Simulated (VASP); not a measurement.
Ga4N4H16, 24 atoms in the cell. The cell holds a cluster in a box, 24 atoms: a = 12.900 Å, b = 13.200 Å, c = 15.000 Å, α = 90.00°, β = 90.00°, γ = 90.00°. 

- Program: VASP 6.6.1
- Task: single point
- Functional: PBE
- Potentials or basis: VASP PAW PBE potentials, release 64 (Ga_d, N, H)
- Cutoff: 520 eV
- k mesh: 1 × 1 × 1
- Occupations: gaussian, width 0.05 eV
- Spin: no spin polarisation
- Dipole correction: no
- Further INCAR settings: LREAL = Auto; ALGO = Normal; EDIFF = 1e-07; NBANDS = 62

Potentials or basis: VASP PAW PBE potentials, release 64 (Ga_d, N, H).

The run is started by

```console
$ cat potpaw_PBE.64/Ga_d/POTCAR potpaw_PBE.64/N/POTCAR potpaw_PBE.64/H/POTCAR > POTCAR
$ mpirun -np 1 vasp_gam > vasp.out
```

Hardware: 1 thread of Intel Xeon 8259CL (shared host).

Question: How long does it take, and how much memory?

Answer: Wall time 27 min on 1 thread of Intel Xeon 8259CL, on a shared host, peak memory 1.6 GiB. Counts: scf iterations 34, k points 1.
